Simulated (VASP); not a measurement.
The system is NaCl.

```
Cl Na
1.0
     0.00000    2.81257    2.81257
     2.81257    0.00000    2.81257
     2.81257    2.81257    0.00000
Cl Na
1 1
Direct
  0.50000 0.50000 0.50000
  0.00000 0.00000 0.00000
```

Base run:

- Program: VASP 6.6.1
- Functional: PBEsol
- Potentials or basis: VASP PAW PBE potentials, release 64 (Cl, Na_pv)
- Cutoff: 520 eV
- k mesh: 8 × 8 × 8
- Occupations: fermi-dirac, width 0.05 eV
- Spin: no spin polarisation

Its results: band gap on the k mesh 4.96 eV, direct; pressure -0.3 GPa.

The run is repeated on the same cell with these changes: functional from PBEsol to PBE; further incar settings from ALGO = Normal; EDIFF = 1e-06; NBANDS = 14 to ALGO = Normal; EDIFF = 1e-07; NBANDS = 14. What comes out?

Band gap on the k mesh 5.14 eV, direct; pressure 0.9 GPa.

Caveats: the PAW data sets were made with another functional, which shifts forces and pressure a little (some runs).

A k mesh can miss the band edges.
